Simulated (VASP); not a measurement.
BeCdRe:

```
Be Cd Re
1.0
     3.62929    0.00000    0.00000
     0.00000    3.62929    0.00000
     0.00000    0.00000    6.38710
Be Cd Re
2 2 2
Direct
  0.50000 0.00000 0.20550
  0.00000 0.50000 0.79450
  0.50000 0.00000 0.64850
  0.00000 0.50000 0.35150
  0.00000 0.00000 0.00000
  0.50000 0.50000 0.00000
```

| Quantity | Value |
| --- | --- |
| Program | VASP 6.6.1 |
| Task | relaxation of cell and atoms |
| Functional | PBE |
| Potentials or basis | VASP PAW PBE potentials, release 64 (Be, Cd, Re) |
| Cutoff | 600 eV |
| k mesh | 6 × 6 × 4 |
| Occupations | gaussian, width 0.1 eV |
| Spin | no spin polarisation |

At the start: pressure 27.6 GPa; volume 14.02 Å³/atom.

Q: Where does the relaxation end?

A: Over 15 steps the energy falls by 238.1 meV/atom and the volume is 15.39 Å³/atom (+9.8 %); space group P4/nmm (No. 129, to 0.1 Å) before and after.

The path:
```
step  energy change (eV)  largest force (eV/Å)  pressure (GPa)  volume (Å³)
   1              0.0000                2.8882           27.62        84.13
   2              0.4825                0.7406          -19.90       117.12
   3             -1.1503                0.7247           -2.69        97.17
   4             -1.1539                0.8017           -1.67        96.51
   5             -1.1539                0.8324           -1.27        96.25
   6             -1.2699                0.7144           -0.75        95.28
   7             -1.3333                0.1932            2.15        92.32
   8             -1.3763                0.4010            0.36        93.72
   9             -1.3790                0.3260            0.65        93.45
  10             -1.4052                0.1212           -1.54        94.13
  11             -1.4064                0.0769           -2.12        94.33
  12             -1.4239                0.0257           -1.02        93.20
  13             -1.4280                0.0531           -0.20        92.43
  14             -1.4280                0.0556           -0.14        92.37
  15             -1.4286                0.0278           -0.05        92.35
```

Final structure:
```
Be Cd Re
1.0
     3.68683    0.00000    0.00000
     0.00000    3.68683    0.00000
     0.00000    0.00000    6.79387
Be Cd Re
2 2 2
Direct
  0.50000 0.00000 0.24131
  0.00000 0.50000 0.75869
  0.50000 0.00000 0.63099
  0.00000 0.50000 0.36901
  0.00000 0.00000 0.00000
  0.50000 0.50000 0.00000
```
